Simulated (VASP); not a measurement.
A run of VASP 6.6.1 is set up as follows.

The input INCAR:

```
  PREC = Accurate
  ENCUT = 520
  EDIFF = 1E-6
  ISMEAR = 0
  SIGMA = 0.15
  LREAL = F
  LASPH = T
  NELM = 80
  ALGO = Normal
  ISIF = 2
  LWAVE = F
  LCHARG = F
  GGA = PE
  NBANDS = 16
```

Contents of KPOINTS:

```
Automatic mesh
0
Gamma
  12 12 12
```

File POSCAR:

```
InSb
1.0
    0.0000000000      3.5672132056      2.7676654181
    2.8906727700      0.0000000000      2.7676654181
    2.8906727700      3.5672132056      0.0000000000
In Sb
1 1
Direct
    0.0000000000      0.0000000000      0.0000000000
    0.5000000000      0.5000000000      0.5000000000
```

Potentials or basis: VASP PAW PBE potentials, release 64 (In_d, Sb).

The run is started by

```sh
$ cat potpaw_PBE.64/In_d/POTCAR potpaw_PBE.64/Sb/POTCAR > POTCAR
$ mpirun -np 1 vasp_std > vasp.out
```

Q: Predict the band gap on the k mesh.

A: Zero (band 9 reaches 7.76 eV, above the bottom of band 10 at 5.02 eV).

Q: Predict the pressure.

A: 6.5 GPa.

Stress tensor (GPa, compression positive):
```
 8.01  0.00  0.00
 0.00 -4.36  0.00
 0.00  0.00 15.82
```

Caveat: the cell differs from its parent crystal (strain +e along x and -e along y -0.1100, strain +e along z and -e/2 along x and y -0.1000); spin-orbit coupling is left out, which moves the levels of the heavy elements.
